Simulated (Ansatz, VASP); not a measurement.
## HfSiO4: VASP beside Ansatz

```
Hf Si O
1.0
     0.00000    3.28788    3.28788
     3.28788    0.00000    3.28788
     3.28788    3.28788    0.00000
Hf Si O
1 1 4
Direct
  0.25000 0.25000 0.25000
  0.00000 0.00000 0.00000
  0.62429 0.12713 0.62429
  0.62429 0.62429 0.12713
  0.62429 0.62429 0.62429
  0.12713 0.62429 0.62429
```

Change from the starting cell: species swapped into the CeYFe4 type (F-43m, No. 216).

Alike in both runs: task single point; functional PBE; k mesh 4 × 4 × 4; occupations gaussian, width 0.1 eV; no spin polarisation.

|  | VASP | Ansatz |
| --- | --- | --- |
| version | VASP 6.6.1 | Ansatz 0.2.0 |
| potentials or method | VASP PAW PBE potentials, release 64 (Hf_pv, Si, O), cutoff 520 eV | scalar-relativistic, plane waves, PAW |
| valence electrons in the cell | 38 | 54 |

|  | VASP | Ansatz | Ansatz less VASP |
| --- | --- | --- | --- |
| gap on the k mesh at the Fermi level (eV) | none | none | - |
| pressure (GPa) | -15.7 | -15.0 | +0.74 |
| rms of the force components (eV/Å) | 0.066 | 0.063 | -0.0031 |

Atom by atom the forces differ by 0.003 eV/Å (rms over components). A gap of «none» marks a metal or a gap that the smearing closes. The functional is the same, so the differences come from potentials, cutoffs and numerics. VASP's potentials hold 38 valence electrons a cell and Ansatz's 54, so a difference there can come from the potentials and not from the codes.

The k mesh is coarse, so the values compare programs but aren't converged. Neither program's run includes spin-orbit coupling.
